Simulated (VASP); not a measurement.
# C (Pm-3m) in VASP: single point with PBEsol

Aim: the single point of C with PBEsol.

Program: VASP 6.6.1. These are calculated values, not measurements. Logs are shortened: lines on timing, memory, paths and dates and some standing lists are left out, and cuts for length are marked.

**1. The cell of the first run**

It takes space group Pm-3m (No. 221, cubic). The conventional cell has a = 5.231 Å, b = 5.231 Å, c = 5.231 Å, α = 90.00°, β = 90.00°, γ = 90.00°.

**2. Single point, PBEsol**

The input, INCAR:

```
SYSTEM = C
  PREC = Accurate
  ENCUT = 600
  EDIFF = 1E-6
  ISMEAR = 1
  SIGMA = 0.01
  LREAL = .False.
  LASPH = .True.
  NELM = 120
  ALGO = Normal
  ISIF = 2
  LWAVE = .False.
  LCHARG = .False.
  GGA = PS
  NBANDS = 8
  GGA_COMPAT = .False.
```

The input, KPOINTS:

```
regular mesh
0
Gamma
  5 5 5
  0 0 0
```

The input, POSCAR:

```
C
1.0
    5.2310620000      0.0000000000      0.0000000000
    0.0000000000      5.2310620000      0.0000000000
    0.0000000000      0.0000000000      5.2310620000
C
1
Direct
    0.5000000000      0.5000000000      0.5000000000
```

Potentials or basis: VASP PAW PBE potentials, release 64 (C).

Command:

```bash
$ cat potpaw_PBE.64/C/POTCAR > POTCAR
$ mpirun -np 1 vasp_std > vasp.out
```

OUTCAR:

```text
SYSTEM = C
   PREC = Accurate
   ENCUT = 600
   EDIFF = 1E-6
   ISMEAR = 1
   LREAL = .False.
   LASPH = .True.
   NELM = 120
   ISIF = 2
   GGA = PS

 ion  position               nearest neighbor table
   1  0.500  0.500  0.500-

  LATTYP: Found a simple cubic cell.
 ALAT       =     5.2310620000

  Lattice vectors:

 A1 = (   5.2310620000,   0.0000000000,   0.0000000000)
 A2 = (   0.0000000000,   5.2310620000,   0.0000000000)
 A3 = (   0.0000000000,   0.0000000000,   5.2310620000)

Analysis of symmetry for initial positions (statically):
=====================================================================
 Subroutine PRICEL returns:
 Original cell was already a primitive cell.

 Routine SETGRP: Setting up the symmetry group for a
 simple cubic supercell.

 Subroutine GETGRP returns: Found 48 space group operations
 (whereof 48 operations were pure point group operations)
 out of a pool of 48 trial point group operations.

The static configuration has the point symmetry O_h .

Analysis of symmetry for dynamics (positions and initial velocities):
=====================================================================
 Subroutine PRICEL returns:
 Original cell was already a primitive cell.

 Routine SETGRP: Setting up the symmetry group for a
 simple cubic supercell.

 Subroutine GETGRP returns: Found 48 space group operations
 (whereof 48 operations were pure point group operations)
 out of a pool of 48 trial point group operations.

The dynamic configuration has the point symmetry O_h .

 Subroutine INISYM returns: Found 48 space group operations
 (whereof 48 operations are pure point group operations),
 and found     1 'primitive' translations

----------------------------------------------------------------------------------------

                                     Primitive cell

  volume of cell :     143.1428

  direct lattice vectors                    reciprocal lattice vectors
     5.231062000  0.000000000  0.000000000     0.191165771  0.000000000  0.000000000
     0.000000000  5.231062000  0.000000000     0.000000000  0.191165771  0.000000000
     0.000000000  0.000000000  5.231062000     0.000000000  0.000000000  0.191165771

  length of vectors
[... 62 lines left out ...]
   LASPH  =      T    aspherical Exc in radial PAW
   ENCUT  =  600.0 eV  44.10 Ry    6.64 a.u.  10.45 10.45 10.45*2*pi/ulx,y,z
   NELM   =    120;   NELMIN=  2; NELMDL= -5     # of ELM steps
   EDIFF  = 0.1E-05   stopping-criterion for ELM
   LREAL  =      F    real-space projection
   EDIFFG = 0.1E-04   stopping-criterion for IOM
   NSW    =      0    number of steps for IOM
   IBRION =     -1    ionic relax: 0-MD 1-quasi-New 2-CG
   NFREE  =      0    steps in history (QN), initial steepest desc. (CG)
   ISIF   =      2    stress and relaxation
   ISYM   =      2    0-nonsym 1-usesym 2-fastsym
   POTIM  = 0.5000    time-step for ionic-motion
   TEBEG  =    0.0;   TEEND  =   0.0 temperature during run
   PSTRESS=    0.0 pullay stress
   NELECT =       4.0000    total number of electrons
   NUPDOWN=      -1.0000    fix difference up-down
   EMIN   =  10.00;   EMAX   =-10.00  energy-range for DOS
   EFERMI =   0.00;   METHOD = LEGACY
   ISMEAR =     1;   SIGMA  =   0.01  broadening in eV -4-tet -1-fermi 0-gaus
   EFERMI_NEDOS =   21; number of points for ismear=-14 and -15
   IALGO  =     38    algorithm
   IMIX   =      4    mixing-type and parameters
     AMIX     =   0.40;   BMIX     =  1.00
     AMIX_MAG =   1.60;   BMIX_MAG =  1.00
  volume/ion in A,a.u.               =     143.14       965.98
  Fermi-wavevector in a.u.,A,eV,Ry     =   0.496789  0.938794  3.357903  0.246799
  Thomas-Fermi vector in A             =   1.502933
   LORBIT       =      0    0 simple, 1 ext, 2 COOP (PROOUT), +10 PAW based schemes
   GGA     = PS    functional components
   LHFCALC =     F    Hartree Fock is set to
   AEXX    =    0.0000 exact exchange contribution
   IVDW    =     0    specifies the selected vdW correction
   LEPSILON=     F    determine dielectric tensor
   LRPA    =     F    only Hartree local field effects (RPA)
 non-spin polarized calculation
 Methfessel and Paxton  Order N= 1 SIGMA  =   0.01
  energy-cutoff  :      600.00
  volume of cell :      143.14
 maximum number of plane-waves:      4801
 NGX is ok and might be reduce to    42
   NGX = 21   NGY = 21   NGZ = 21

 number of electron       4.0000000 magnetization

 Free energy of the ion-electron system (eV)
  ---------------------------------------------------
  ext. energy  EPLUGINS =         0.00000000
  ---------------------------------------------------
  free energy    TOTEN  =        -0.16543719 eV

  energy without entropy =       -0.16572507  energy(sigma->0) =       -0.16553315

 E-fermi :  -4.7700     XC(G=0):  -2.6959

 val. band max:       -4.7756648876   @ k =   0.4000   0.4000   0.2000
 cond. band min:      -4.7643183224   @ k =   0.4000   0.4000   0.4000
 fundamental gap:      0.0113465653
 Fermi energy:        -4.7699610880

 k-point     1 :       0.0000    0.0000    0.0000
  band No.  band energies     occupation
      1     -13.1624      2.00000
      2      -4.6464     -0.00000
      3      -4.6464     -0.00000
      4      -4.6464     -0.00000
      5      -0.3751      0.00000
      6       3.8358      0.00000
      7       3.8358      0.00000
      8       5.1125      0.00000
[... 89 lines left out ...]
 k-point    10 :       0.4000    0.4000    0.4000
  band No.  band energies     occupation
      1     -13.1296      2.00000
      2      -4.7643      0.19332
      3      -4.7592     -0.06225
      4      -4.7592     -0.06225
      5       2.1583      0.00000
      6       2.9495      0.00000
      7       2.9495      0.00000
      8       3.6368      0.00000

------------------------ aborting loop because EDIFF is reached ----------------------------------------

  FORCE on cell =-STRESS in cart. coord.  units (eV):
  Direction    XX          YY          ZZ          XY          YZ          ZX
  --------------------------------------------------------------------------------------
  -------------------------------------------------------------------------------------
  Total       -0.3471663     -0.3471663     -0.3471663      0.0000000     -0.0000000      0.0000000
  in kB       -3.8857828     -3.8857828     -3.8857828      0.0000000     -0.0000000      0.0000000
  external PRESSURE =      -3.8857828 kB  Pullay stress =       0.0000000 kB

 VOLUME and BASIS-vectors are now :
 -----------------------------------------------------------------------------
  energy-cutoff  :      600.00
  volume of cell :      143.14
      direct lattice vectors                 reciprocal lattice vectors
     5.231062000  0.000000000  0.000000000     0.191165771  0.000000000  0.000000000
     0.000000000  5.231062000  0.000000000     0.000000000  0.191165771  0.000000000
     0.000000000  0.000000000  5.231062000     0.000000000  0.000000000  0.191165771

 POSITION                                       TOTAL-FORCE (eV/Angst)
 -----------------------------------------------------------------------------------
      2.61553      2.61553      2.61553         0.000000      0.000000      0.000000
 -----------------------------------------------------------------------------------
    total drift:                                0.000000     -0.000000     -0.000000

  FREE ENERGIE OF THE ION-ELECTRON SYSTEM (eV)
  ---------------------------------------------------
  free  energy   TOTEN  =        -0.1654371887 eV

  energy  without entropy=       -0.1657250695  energy(sigma->0) =       -0.16553315
```

OSZICAR:

```text
N       E                     dE             d eps       ncg     rms          rms(c)
DAV:   1     0.128115743301E+02    0.12812E+02   -0.11514E+03   160   0.324E+02
DAV:   2     0.176967612865E+00   -0.12635E+02   -0.12288E+02   280   0.389E+01
DAV:   3    -0.164153776925E+00   -0.34112E+00   -0.26700E+00   168   0.852E+00
DAV:   4    -0.173052969971E+00   -0.88992E-02   -0.89223E-02   184   0.154E+00
DAV:   5    -0.173109295467E+00   -0.56325E-04   -0.56323E-04   176   0.123E-01    0.367E-01
DAV:   6    -0.166442496324E+00    0.66668E-02   -0.14248E-02   168   0.413E-01    0.127E-01
DAV:   7    -0.165285075038E+00    0.11574E-02   -0.52787E-03   184   0.262E-01    0.423E-02
DAV:   8    -0.165426171198E+00   -0.14110E-03   -0.17258E-04   168   0.751E-02    0.124E-02
DAV:   9    -0.165440960960E+00   -0.14790E-04   -0.20215E-06   176   0.920E-03    0.763E-03
DAV:  10    -0.165437690210E+00    0.32707E-05   -0.49680E-06   168   0.181E-02    0.130E-03
DAV:  11    -0.165437188711E+00    0.50150E-06   -0.46081E-07   168   0.350E-03
   1 F= -.16543719E+00 E0= -.16553315E+00  d E =0.287881E-03
```

stdout:

```text
POSCAR found type information on POSCAR C
 POSCAR found :  1 types and       1 ions
 scaLAPACK will be used
 -----------------------------------------------------------------------------
|                                                                             |
|                                                                             |
|     You enforced a specific xc type in the INCAR file but a different       |
|     I HOPE YOU KNOW WHAT YOU ARE DOING!                                     |
|                                                                             |
 -----------------------------------------------------------------------------

 LDA part: xc-table for (Slater+PW92), standard interpolation
 POSCAR, INCAR and KPOINTS ok, starting setup
 FFT: planning ... GRIDC
 FFT: planning ... GRID_SOFT
 FFT: planning ... GRID
 WAVECAR not read
 entering main loop
```

Wall time 22 s (1 thread of Intel Xeon 8259CL, shared host); peak memory 0.23 GiB.

What came out:

| Property | Result |
| --- | --- |
| Free energy | -0.1654 eV |
| Pressure | -0.4 GPa |
| Band gap on the k mesh | zero (band 2 reaches -4.65 eV, above the bottom of band 3 at -4.79 eV) |

Caveat: the PAW data sets were made with another functional, which shifts forces and pressure a little.
